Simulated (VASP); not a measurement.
Ca4AlO:

```
Ca Al O
1.0
     0.00000    3.96680    3.96680
     3.96680    0.00000    3.96680
     3.96680    3.96680    0.00000
Ca Al O
4 1 1
Cartesian
  5.0288 5.0288 5.0288
  2.9048 2.9048 5.0288
  2.9048 5.0288 2.9048
  5.0288 2.9048 2.9048
  0.0000 0.0000 0.0000
  1.9834 1.9834 1.9834
```

The cell was built from a structure type or drawn by symmetry, and may not be a known phase.

- Program: VASP 6.6.1
- Task: relaxation of cell and atoms
- Functional: PBE
- Potentials or basis: VASP PAW PBE potentials, release 64 (Ca_sv, Al, O)
- Cutoff: 600 eV
- k mesh: 4 × 4 × 4
- Occupations: gaussian, width 0.1 eV
- Spin: no spin polarisation

At the start: pressure 12.8 GPa; volume 20.81 Å³/atom.

Q: How do energy, volume and symmetry change on relaxing?

A: Over 7 steps the energy falls by 421.9 meV/atom and the volume is 30.92 Å³/atom (+48.6 %); space group F-43m (No. 216, to 0.1 Å) before and after.

The path:
```csv
step,energy change (eV),largest force (eV/Å),pressure (GPa),volume (Å³)
1,0.0000,3.1001,12.83,124.84
2,-2.2128,0.7032,3.33,157.44
3,-2.2285,1.0595,2.71,161.51
4,-2.4952,0.2668,0.93,176.30
5,-2.5293,0.1045,0.15,184.67
6,-2.5293,0.0848,0.19,184.19
7,-2.5312,0.0131,0.07,185.54
```

Final structure:
```
Ca Al O
1.0
     0.00000    4.52692    4.52692
     4.52692    0.00000    4.52692
     4.52692    4.52692    0.00000
Ca Al O
4 1 1
Direct
  0.62545 0.62545 0.62545
  0.62545 0.62545 0.12365
  0.62545 0.12365 0.62545
  0.12365 0.62545 0.62545
  0.00000 0.00000 0.00000
  0.25000 0.25000 0.25000
```

Caveat: the volume moved by over 15 % at a fixed basis, so the end points are rough; an odd number of electrons without spin polarisation forces a metal; a magnetic or distorted state may lie lower.
